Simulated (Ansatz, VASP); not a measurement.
# One calculation of C, two programs

```
C
1.0
     0.00000    1.67322    1.88773
     1.67322    0.00000    1.88773
     1.67322    1.67322    0.00000
C
2
Cartesian
  1.6732 1.6732 1.8877
  2.5098 2.5098 2.8316
```

Alike in both runs: task single point; functional PBE; k mesh 12 × 12 × 12; occupations gaussian, width 0.05 eV; no spin polarisation.

```csv
,VASP,Ansatz
version,VASP 6.6.1,Ansatz 0.2.0
potentials or method,"VASP PAW PBE potentials, release 64 (C), cutoff 520 eV","scalar-relativistic, plane waves, PAW"
valence electrons in the cell,8,8
```

VASP gave:

```
gap on the k mesh at the Fermi level (eV) : 2.74
least direct gap on the mesh (eV)         : 4.69
```

Task: What did Ansatz give for the same quantities?

Result: gap on the k mesh at the Fermi level (eV): 2.75; least direct gap on the mesh (eV): 4.70.
